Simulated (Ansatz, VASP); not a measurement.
Al2O3: VASP beside Ansatz

The input INCAR:

```
SYSTEM = Al2O3
  PREC = Accurate
  ENCUT = 520
  EDIFF = 1E-7
  ISMEAR = 0
  SIGMA = 0.05
  LREAL = .FALSE.
  LASPH = .TRUE.
  NELM = 80
  ALGO = Normal
  ISIF = 2
  LWAVE = .FALSE.
  LCHARG = .TRUE.
  GGA = PE
  IVDW = 12
  LELF = .TRUE.
  LVHAR = .TRUE.
  NBANDS = 20
```

The input KPOINTS:

```
regular mesh
0
G
  9 9 4
  0 0 0
```

The input POSCAR:

```
Al2O3
1.0
    2.8385000000      0.0000000000      0.0000000000
   -1.4192500000      2.4582131086      0.0000000000
    0.0000000000      0.0000000000      7.0774000000
Al O
2 3
Direct
    0.0000000000      0.0000000000      0.1907358529
    0.0000000000      0.0000000000      0.8092641471
    0.3333333333      0.6666666667      0.2840924954
    0.6666666667      0.3333333333      0.0000000000
    0.3333333333      0.6666666667      0.7159075046
```

Input for Ansatz:

```yaml
crystal:
  lattice:
    - [2.8385, 0.0, 0.0]
    - [-1.41925, 2.4582131086, 0.0]
    - [0.0, 0.0, 7.0774]
  atoms:
    - { symbol: Al, position: [0.0, 0.0, 0.1907358529] }
    - { symbol: Al, position: [0.0, 0.0, 0.8092641471] }
    - { symbol: O, position: [0.3333333333, 0.6666666667, 0.2840924954] }
    - { symbol: O, position: [0.6666666667, 0.3333333333, 0.0] }
    - { symbol: O, position: [0.3333333333, 0.6666666667, 0.7159075046] }
basis:
  ecutwfc: 520.0
kpoints:
  mp_grid: { grid: [9, 9, 4] }
hamiltonian:
  xc: pbe
  pseudopotentials: { kind: paw, azcp: { folder: soft_1 } }
  dispersion: d3bj
scf:
  occupations: { method: gaussian, width: 0.05 }
output:
  forces: true
  stress: true
  eigenvalues: true
```

Alike in both runs: task single point; functional PBE; dispersion D3(BJ); k mesh 9 × 9 × 4; occupations gaussian, width 0.05 eV; no spin polarisation.

```csv
,VASP,Ansatz
version,VASP 6.6.1,Ansatz 0.2.0
potentials or method,"VASP PAW PBE potentials, release 64 (Al, O), cutoff 520 eV","scalar-relativistic, plane waves, PAW"
valence electrons in the cell,24,24
```

VASP gave:

* gap on the k mesh at the Fermi level (eV): 4.78
* least direct gap on the mesh (eV): 4.90
* pressure (GPa): 9.2
* traceless stress, the component that is largest in VASP (GPa): 1.13
* rms of the force components (eV/Å): 0.235

What did Ansatz give for the same quantities?

gap on the k mesh at the Fermi level (eV): 4.80; least direct gap on the mesh (eV): 4.92; pressure (GPa): 9.1; traceless stress, the component that is largest in VASP (GPa): 1.44; rms of the force components (eV/Å): 0.241.

Atom by atom the forces differ by 0.018 eV/Å (rms over components).
